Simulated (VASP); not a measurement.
# HgTe (wurtzite type) (P6_3mc) in VASP: a series of runs, part 2 of 2

VASP 6.6.1.

## 4. Single point, PBE

This run uses another cell than the first one, of 23.56 Å³/atom, 1.164 times its volume.

File INCAR:

```
SYSTEM = HgTe
PREC     = Accurate       ! precision mode
ENCUT    = 520            ! plane-wave cutoff, eV
EDIFF    = 1E-6           ! SCF threshold, eV
ISMEAR   = -1             ! smearing method
SIGMA    = 0.05           ! smearing width, eV
LREAL    = .False.        ! projectors in reciprocal space
LASPH    = .True.         ! aspherical terms in the spheres
NELM     = 60             ! most SCF steps
ALGO     = Normal         ! electronic algorithm
ISIF     = 2              ! what is computed and relaxed
LWAVE    = .False.        ! write WAVECAR
LCHARG   = .False.        ! write CHGCAR
GGA      = PE             ! functional
NBANDS   = 26             ! bands
```

File KPOINTS:

```
regular mesh
0
Gamma
  8 8 5
  0 0 0
```

File POSCAR:

```
HgTe
1.0
    3.1443609641      0.0000000000      0.0000000000
   -1.5721804821      2.7230964736      0.0000000000
    0.0000000000      0.0000000000     11.0039435467
Hg Te
2 2
Direct
    0.3333333333      0.6666666667      0.0582483075
    0.6666666667      0.3333333333      0.5582483075
    0.3333333333      0.6666666667      0.3177516925
    0.6666666667      0.3333333333      0.8177516925
```

Potentials or basis: VASP PAW PBE potentials, release 64 (Hg, Te).

Started as:

```bash
cat potpaw_PBE.64/Hg/POTCAR potpaw_PBE.64/Te/POTCAR > POTCAR
mpirun -np 1 vasp_std > vasp.out
```

OUTCAR:

```text
SYSTEM = HgTe
   PREC = Accurate
   ENCUT = 520
   EDIFF = 1E-6
   ISMEAR = -1
   LREAL = .False.
   LASPH = .True.
   NELM = 60
   ISIF = 2
   GGA = PE

 ion  position               nearest neighbor table
   1  0.333  0.667  0.058-   3 2.86   4 3.21   4 3.21   4 3.21
   2  0.667  0.333  0.558-   4 2.86   3 3.21   3 3.21   3 3.21
   3  0.333  0.667  0.318-   1 2.86   2 3.21   2 3.21   2 3.21
   4  0.667  0.333  0.818-   2 2.86   1 3.21   1 3.21   1 3.21

  LATTYP: Found a hexagonal cell.
 ALAT       =     3.1443609641
 C/A-ratio  =     3.4995802557

  Lattice vectors:

 A1 = (   3.1443609641,   0.0000000000,   0.0000000000)
 A2 = (  -1.5721804821,   2.7230964736,   0.0000000000)
 A3 = (   0.0000000000,   0.0000000000,  11.0039435467)

Analysis of symmetry for initial positions (statically):
=====================================================================
 Subroutine PRICEL returns:
 Original cell was already a primitive cell.

 Routine SETGRP: Setting up the symmetry group for a
 hexagonal supercell.

 Subroutine GETGRP returns: Found 12 space group operations
 (whereof  6 operations were pure point group operations)
 out of a pool of 24 trial point group operations.

The static configuration has the point symmetry C_3v.
 The point group associated with its full space group is C_6v.

Analysis of symmetry for dynamics (positions and initial velocities):
=====================================================================
 Subroutine PRICEL returns:
 Original cell was already a primitive cell.

 Routine SETGRP: Setting up the symmetry group for a
 hexagonal supercell.

 Subroutine GETGRP returns: Found 12 space group operations
 (whereof  6 operations were pure point group operations)
 out of a pool of 24 trial point group operations.

The dynamic configuration has the point symmetry C_3v.
 The point group associated with its full space group is C_6v.

 Subroutine INISYM returns: Found 12 space group operations
 (whereof  6 operations are pure point group operations),
 and found     1 'primitive' translations

----------------------------------------------------------------------------------------

                                     Primitive cell

  volume of cell :      94.2201

  direct lattice vectors                    reciprocal lattice vectors
     3.144360964  0.000000000  0.000000000     0.318029645  0.183614501  0.000000000
    -1.572180482  2.723096474  0.000000000     0.000000000  0.367229002  0.000000000
     0.000000000  0.000000000 11.003943547     0.000000000  0.000000000  0.090876511

  length of vectors
     3.144360964  3.144360964 11.003943547     0.367229002  0.367229002  0.090876511

  position of ions in fractional coordinates (direct lattice)
     0.333333333  0.666666667  0.058248308
     0.666666667  0.333333333  0.558248308
     0.333333333  0.666666667  0.317751693
     0.666666667  0.333333333  0.817751693

  ion indices of the primitive-cell ions
   primitive index   ion index
                 1           1
                 2           2
                 3           3
                 4           4

----------------------------------------------------------------------------------------

 KPOINTS: regular mesh

Automatic generation of k-mesh.
 Grid dimensions read from file:
 generate k-points for:    8    8    5

 Generating k-lattice:

  Cartesian coordinates                     Fractional coordinates (reciprocal lattice)
     0.039753706  0.022951813  0.000000000     0.125000000 -0.000000000  0.000000000
     0.000000000  0.045903625  0.000000000     0.000000000  0.125000000  0.000000000
     0.000000000  0.000000000  0.018175302     0.000000000  0.000000000  0.200000000

  Length of vectors
     0.045903625  0.045903625  0.018175302

  Shift w.r.t. Gamma in fractional coordinates (k-lattice)
     0.000000000  0.000000000  0.000000000

 Subroutine IBZKPT returns following result:
 ===========================================

 Found     30 irreducible k-points:

 Following reciprocal coordinates:
            Coordinates               Weight
  0.000000  0.000000  0.000000      1.000000
  0.125000  0.000000  0.000000      6.000000
  0.250000  0.000000  0.000000      6.000000
  0.375000  0.000000  0.000000      6.000000
  0.500000  0.000000  0.000000      3.000000
  0.125000  0.125000  0.000000      6.000000
[... 16 lines left out ...]
  0.250000  0.000000  0.400000     12.000000
  0.375000  0.000000  0.400000     12.000000
 [... further k-points ...]
   k-points           NKPTS =     30   k-points in BZ     NKDIM =     30   number of bands    NBANDS=     26
   number of dos      NEDOS =    301   number of ions     NIONS =      4
   total plane-waves  NPLWV =  48384
   dimension x,y,z NGX =    24 NGY =   24 NGZ =   84
   dimension x,y,z NGXF=    48 NGYF=   48 NGZF=  168
   ions per type =               2   2
   NGX,Y,Z   is equivalent  to a cutoff of  12.69, 12.69, 12.69 a.u.
   NGXF,Y,Z  is equivalent  to a cutoff of  25.38, 25.38, 25.38 a.u.
 SYSTEM =  HgTe
   PREC   = accura    normal or accurate (medium, high low for compatibility)
   ISTART =      0    job   : 0-new  1-cont  2-samecut
   ICHARG =      2    charge: 1-file 2-atom 10-const
   ISPIN  =      1    spin polarized calculation?
   LNONCOLLINEAR =      F non collinear calculations
   LSORBIT =      F    spin-orbit coupling
   LASPH  =      T    aspherical Exc in radial PAW
   ENCUT  =  520.0 eV  38.22 Ry    6.18 a.u.   5.85  5.85 20.46*2*pi/ulx,y,z
   NELM   =     60;   NELMIN=  2; NELMDL= -5     # of ELM steps
   EDIFF  = 0.1E-05   stopping-criterion for ELM
   LREAL  =      F    real-space projection
   EDIFFG = 0.1E-04   stopping-criterion for IOM
   NSW    =      0    number of steps for IOM
   IBRION =     -1    ionic relax: 0-MD 1-quasi-New 2-CG
   NFREE  =      0    steps in history (QN), initial steepest desc. (CG)
   ISIF   =      2    stress and relaxation
   ISYM   =      2    0-nonsym 1-usesym 2-fastsym
   POTIM  = 0.5000    time-step for ionic-motion
   TEBEG  =    0.0;   TEEND  =   0.0 temperature during run
   PSTRESS=    0.0 pullay stress
   NELECT =      36.0000    total number of electrons
   NUPDOWN=      -1.0000    fix difference up-down
   EMIN   =  10.00;   EMAX   =-10.00  energy-range for DOS
   EFERMI =   0.00;   METHOD = LEGACY
   ISMEAR =    -1;   SIGMA  =   0.05  broadening in eV -4-tet -1-fermi 0-gaus
   EFERMI_NEDOS =   21; number of points for ismear=-14 and -15
   IALGO  =     38    algorithm
   IMIX   =      4    mixing-type and parameters
     AMIX     =   0.40;   BMIX     =  1.00
     AMIX_MAG =   1.60;   BMIX_MAG =  1.00
  volume/ion in A,a.u.               =      23.56       158.96
  Fermi-wavevector in a.u.,A,eV,Ry     =   1.187940  2.244881 19.200552  1.411201
  Thomas-Fermi vector in A             =   2.324080
   LORBIT       =      0    0 simple, 1 ext, 2 COOP (PROOUT), +10 PAW based schemes
   GGA     = PE    functional components
[... 5 lines left out ...]
 non-spin polarized calculation
  energy-cutoff  :      520.00
  volume of cell :       94.22
 maximum number of plane-waves:      2556
 NGX is ok and might be reduce to    24
   NGX = 11   NGY = 11   NGZ = 41

 number of electron      36.0000002 magnetization

 Free energy of the ion-electron system (eV)
  ---------------------------------------------------
  ext. energy  EPLUGINS =         0.00000000
  ---------------------------------------------------
  free energy    TOTEN  =        -5.15649749 eV

  energy without entropy =       -5.12566136  energy(sigma->0) =       -5.14107942

 E-fermi :   6.8248     XC(G=0): -10.8823

 val. band max:        6.8116217184   @ k =   0.2500   0.1250   0.4000
 cond. band min:       6.8416860315   @ k =   0.3750   0.1250   0.4000
 fundamental gap:      0.0300643131
 Fermi energy:         6.8247995808

 k-point     1 :       0.0000    0.0000    0.0000
  band No.  band energies     occupation
      1      -7.5469      2.00000
      2      -7.3079      2.00000
      3      -2.1220      2.00000
      4      -1.6140      2.00000
      5      -1.2136      2.00000
      6      -0.4629      2.00000
[... 18 lines left out ...]
     25      17.2360      0.00000
     26      17.2426      0.00000
[... 644 lines left out ...]
      4      -1.2580      2.00000
      5      -0.8711      2.00000
      6      -0.8064      2.00000
[... 18 lines left out ...]
     25      13.0708      0.00000
     26      13.6580      0.00000

 [... further k-points ...]

------------------------ aborting loop because EDIFF is reached ----------------------------------------

  FORCE on cell =-STRESS in cart. coord.  units (eV):
  Direction    XX          YY          ZZ          XY          YZ          ZX
  --------------------------------------------------------------------------------------
  -------------------------------------------------------------------------------------
  Total        7.8061736      7.8061736      7.8492737     -0.0000000      0.0000000      0.0000000
  in kB      132.7409778    132.7409778    133.4738772     -0.0000000      0.0000000      0.0000000
  external PRESSURE =     132.9852776 kB  Pullay stress =       0.0000000 kB

 VOLUME and BASIS-vectors are now :
 -----------------------------------------------------------------------------
  energy-cutoff  :      520.00
  volume of cell :       94.22
      direct lattice vectors                 reciprocal lattice vectors
     3.144360964  0.000000000  0.000000000     0.318029645  0.183614501  0.000000000
    -1.572180482  2.723096474  0.000000000     0.000000000  0.367229002  0.000000000
     0.000000000  0.000000000 11.003943547     0.000000000  0.000000000  0.090876511

 POSITION                                       TOTAL-FORCE (eV/Angst)
 -----------------------------------------------------------------------------------
     -0.00000      1.81540      0.64096        -0.000000     -0.000000     -0.001769
      1.57218      0.90770      6.14293         0.000000      0.000000     -0.001769
     -0.00000      1.81540      3.49652         0.000000     -0.000000      0.001769
      1.57218      0.90770      8.99849        -0.000000      0.000000      0.001769
 -----------------------------------------------------------------------------------
    total drift:                               -0.000000      0.000000      0.000423

  FREE ENERGIE OF THE ION-ELECTRON SYSTEM (eV)
  ---------------------------------------------------
  free  energy   TOTEN  =        -5.1564974919 eV

  energy  without entropy=       -5.1256613551  energy(sigma->0) =       -5.14107942
```

Run time: 27 s. Hardware: 1 thread of Intel Xeon 6975P-C (Granite Rapids), shared host; peak memory 0.24 GiB.

What came out:

```
Free energy            : -5.1565 eV
Pressure               : 13.3 GPa
Band gap on the k mesh : zero (band 18 reaches 10.80 eV, above the bottom of band 19 at 5.25 eV)
```

Caveat: spin-orbit coupling is left out, which moves the levels of the heavy elements.
